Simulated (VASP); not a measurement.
# B (Im-3m) in VASP: single point with PBE

Aim: the single point of B with PBE.

Program: VASP 6.6.1. These are calculated values, not measurements. Logs are shortened: lines on timing, memory, paths and dates and some standing lists are left out, and cuts for length are marked.

### 1 The cell of the first run

The structure is cubic, space group Im-3m (No. 229). Conventional cell: a = 2.255 Å, b = 2.255 Å, c = 2.255 Å, α = 90.00°, β = 90.00°, γ = 90.00°. B (site symmetry m-3m) has 14 B at 1.95 to 2.26 Å within 2.6 Å.

### 2 Single point, PBE

INCAR

```
SYSTEM = B
ALGO = Normal
EDIFF = 1E-6
ENCUT = 520
GGA = PE
ISIF = 2
ISMEAR = -1
LASPH = .True.
LCHARG = .True.
LELF = .True.
LREAL = .False.
LVHAR = .True.
LWAVE = .False.
NBANDS = 8
NELM = 80
PREC = Accurate
SIGMA = 0.1
```

KPOINTS

```
k-points
0
Gamma
  21 21 21
  0 0 0
```

POSCAR

```
B
1.0
   -1.1275740000      1.1275740000      1.1275740000
    1.1275740000     -1.1275740000      1.1275740000
    1.1275740000      1.1275740000     -1.1275740000
B
1
Direct
    0.0000000000      0.0000000000      0.0000000000
```

Potentials or basis: VASP PAW PBE potentials, release 64 (B).

On the command line:

```console
> cat potpaw_PBE.64/B/POTCAR > POTCAR
> mpirun -np 1 vasp_std > vasp.out
```

OUTCAR:

```text
SYSTEM = B
   EDIFF = 1E-6
   ENCUT = 520
   GGA = PE
   ISIF = 2
   ISMEAR = -1
   LASPH = .True.
   LREAL = .False.
   NELM = 80
   PREC = Accurate

 ion  position               nearest neighbor table
   1  0.000  0.000  0.000-

  LATTYP: Found a body centered cubic cell.
 ALAT       =     2.2551480000

  Lattice vectors:

 A1 = (  -1.1275740000,   1.1275740000,   1.1275740000)
 A2 = (   1.1275740000,  -1.1275740000,   1.1275740000)
 A3 = (   1.1275740000,   1.1275740000,  -1.1275740000)

Analysis of symmetry for initial positions (statically):
=====================================================================
 Subroutine PRICEL returns:
 Original cell was already a primitive cell.

 Routine SETGRP: Setting up the symmetry group for a
 body centered cubic supercell.

 Subroutine GETGRP returns: Found 48 space group operations
 (whereof 48 operations were pure point group operations)
 out of a pool of 48 trial point group operations.

The static configuration has the point symmetry O_h .

Analysis of symmetry for dynamics (positions and initial velocities):
=====================================================================
 Subroutine PRICEL returns:
 Original cell was already a primitive cell.

 Routine SETGRP: Setting up the symmetry group for a
 body centered cubic supercell.

 Subroutine GETGRP returns: Found 48 space group operations
 (whereof 48 operations were pure point group operations)
 out of a pool of 48 trial point group operations.

The dynamic configuration has the point symmetry O_h .

 Subroutine INISYM returns: Found 48 space group operations
 (whereof 48 operations are pure point group operations),
 and found     1 'primitive' translations

----------------------------------------------------------------------------------------

                                     Primitive cell

  volume of cell :       5.7345

  direct lattice vectors                    reciprocal lattice vectors
    -1.127574000  1.127574000  1.127574000     0.000000000  0.443429877  0.443429877
     1.127574000 -1.127574000  1.127574000     0.443429877  0.000000000  0.443429877
     1.127574000  1.127574000 -1.127574000     0.443429877  0.443429877  0.000000000

  length of vectors
     1.953015457  1.953015457  1.953015457     0.627104546  0.627104546  0.627104546

  position of ions in fractional coordinates (direct lattice)
     0.000000000  0.000000000  0.000000000

[... 69 lines left out ...]
   ISPIN  =      1    spin polarized calculation?
   LNONCOLLINEAR =      F non collinear calculations
   LSORBIT =      F    spin-orbit coupling
   LASPH  =      T    aspherical Exc in radial PAW
   ENCUT  =  520.0 eV  38.22 Ry    6.18 a.u.   3.63  3.63  3.63*2*pi/ulx,y,z
   NELM   =     80;   NELMIN=  2; NELMDL= -5     # of ELM steps
   EDIFF  = 0.1E-05   stopping-criterion for ELM
   LREAL  =      F    real-space projection
   EDIFFG = 0.1E-04   stopping-criterion for IOM
   NSW    =      0    number of steps for IOM
   IBRION =     -1    ionic relax: 0-MD 1-quasi-New 2-CG
   NFREE  =      0    steps in history (QN), initial steepest desc. (CG)
   ISIF   =      2    stress and relaxation
   ISYM   =      2    0-nonsym 1-usesym 2-fastsym
   POTIM  = 0.5000    time-step for ionic-motion
   TEBEG  =    0.0;   TEEND  =   0.0 temperature during run
   PSTRESS=    0.0 pullay stress
   NELECT =       3.0000    total number of electrons
   NUPDOWN=      -1.0000    fix difference up-down
   EMIN   =  10.00;   EMAX   =-10.00  energy-range for DOS
   EFERMI =   0.00;   METHOD = LEGACY
   ISMEAR =    -1;   SIGMA  =   0.10  broadening in eV -4-tet -1-fermi 0-gaus
   EFERMI_NEDOS =   21; number of points for ismear=-14 and -15
   IALGO  =     38    algorithm
   IMIX   =      4    mixing-type and parameters
     AMIX     =   0.40;   BMIX     =  1.00
     AMIX_MAG =   1.60;   BMIX_MAG =  1.00
  volume/ion in A,a.u.               =       5.73        38.70
  Fermi-wavevector in a.u.,A,eV,Ry     =   1.319118  2.492771 23.675108  1.740071
  Thomas-Fermi vector in A             =   2.449039
   LORBIT       =      0    0 simple, 1 ext, 2 COOP (PROOUT), +10 PAW based schemes
   GGA     = PE    functional components
   LHFCALC =     F    Hartree Fock is set to
   AEXX    =    0.0000 exact exchange contribution
   IVDW    =     0    specifies the selected vdW correction
   LEPSILON=     F    determine dielectric tensor
   LRPA    =     F    only Hartree local field effects (RPA)
 non-spin polarized calculation
  energy-cutoff  :      520.00
  volume of cell :        5.73
 maximum number of plane-waves:       164
   NGX =  7   NGY =  7   NGZ =  7

 number of electron       3.0000000 magnetization

 Free energy of the ion-electron system (eV)
  ---------------------------------------------------
  ext. energy  EPLUGINS =         0.00000000
  ---------------------------------------------------
  free energy    TOTEN  =        -4.97206174 eV

  energy without entropy =       -4.96522669  energy(sigma->0) =       -4.96864421

 E-fermi :  10.8475     XC(G=0): -13.1462

 val. band max:       10.8373790796   @ k =  -0.3810   0.3810   0.0952
 cond. band min:      10.8836244867   @ k =   0.2381   0.1905   0.1429
 fundamental gap:      0.0462454071
 Fermi energy:        10.8474950418

 k-point     1 :       0.0000    0.0000    0.0000
  band No.  band energies     occupation
      1      -8.6191      2.00000
      2      27.3846      0.00000
      3      27.3846      0.00000
      4      27.3846      0.00000
      5      46.0112      0.00000
      6      46.0112      0.00000
      7      46.0112      0.00000
      8      49.9549      0.00000
[... 243 lines left out ...]
 k-point    24 :       0.1905    0.0952    0.0000
  band No.  band energies     occupation
      1      -5.6506      2.00000
      2      19.1468      0.00000
      3      21.8358      0.00000
      4      24.8978      0.00000
      5      38.2473      0.00000
      6      38.6662      0.00000
      7      47.0335      0.00000
      8      53.5336      0.00000

 [... further k-points ...]
[... 5 lines left out ...]
  --------------------------------------------------------------------------------------
  -------------------------------------------------------------------------------------
  Total        0.6484217      0.6484217      0.6484217      0.0000000      0.0000000      0.0000000
  in kB      181.1644518    181.1644518    181.1644518      0.0000000      0.0000000      0.0000000
  external PRESSURE =     181.1644518 kB  Pullay stress =       0.0000000 kB

 VOLUME and BASIS-vectors are now :
 -----------------------------------------------------------------------------
  energy-cutoff  :      520.00
  volume of cell :        5.73
      direct lattice vectors                 reciprocal lattice vectors
    -1.127574000  1.127574000  1.127574000     0.000000000  0.443429877  0.443429877
     1.127574000 -1.127574000  1.127574000     0.443429877  0.000000000  0.443429877
     1.127574000  1.127574000 -1.127574000     0.443429877  0.443429877  0.000000000

 POSITION                                       TOTAL-FORCE (eV/Angst)
 -----------------------------------------------------------------------------------
      0.00000      0.00000      0.00000        -0.000000     -0.000000     -0.000000
 -----------------------------------------------------------------------------------
    total drift:                               -0.000000      0.000000      0.000000

  FREE ENERGIE OF THE ION-ELECTRON SYSTEM (eV)
  ---------------------------------------------------
  free  energy   TOTEN  =        -4.9720617388 eV

  energy  without entropy=       -4.9652266856  energy(sigma->0) =       -4.96864421
```

OSZICAR:

```text
N       E                     dE             d eps       ncg     rms          rms(c)
DAV:   1    -0.318632353712E+01   -0.31863E+01   -0.16044E+03  5192   0.300E+02
DAV:   2    -0.497960462945E+01   -0.17933E+01   -0.17114E+01  5968   0.329E+01
DAV:   3    -0.498138997729E+01   -0.17853E-02   -0.17850E-02  5136   0.111E+00
DAV:   4    -0.498139002046E+01   -0.43173E-07   -0.42757E-07  6344   0.531E-03
DAV:   5    -0.498139002041E+01    0.49056E-10   -0.12226E-11  5152   0.179E-05    0.166E+00
DAV:   6    -0.497531851995E+01    0.60715E-02   -0.14151E-04  5216   0.898E-02    0.999E-01
DAV:   7    -0.497206108264E+01    0.32574E-02   -0.31592E-04  4968   0.148E-01    0.260E-02
DAV:   8    -0.497206173882E+01   -0.65617E-06   -0.50871E-07  5072   0.671E-03
   1 F= -.49720617E+01 E0= -.49686442E+01  d E =-.683505E-02
```

stdout:

```text
POSCAR found type information on POSCAR B
 POSCAR found :  1 types and       1 ions
 scaLAPACK will be used
 LDA part: xc-table for (Slater+PW92), standard interpolation
 POSCAR, INCAR and KPOINTS ok, starting setup
 FFT: planning ... GRIDC
 FFT: planning ... GRID_SOFT
 FFT: planning ... GRID
 WAVECAR not read
 entering main loop
```

It took 4.2 s on 1 thread of Intel Xeon 6975P-C, shared host; peak memory 0.11 GiB.

Results:

```
Free energy : -4.9721 eV
Pressure    : 18.1 GPa
```
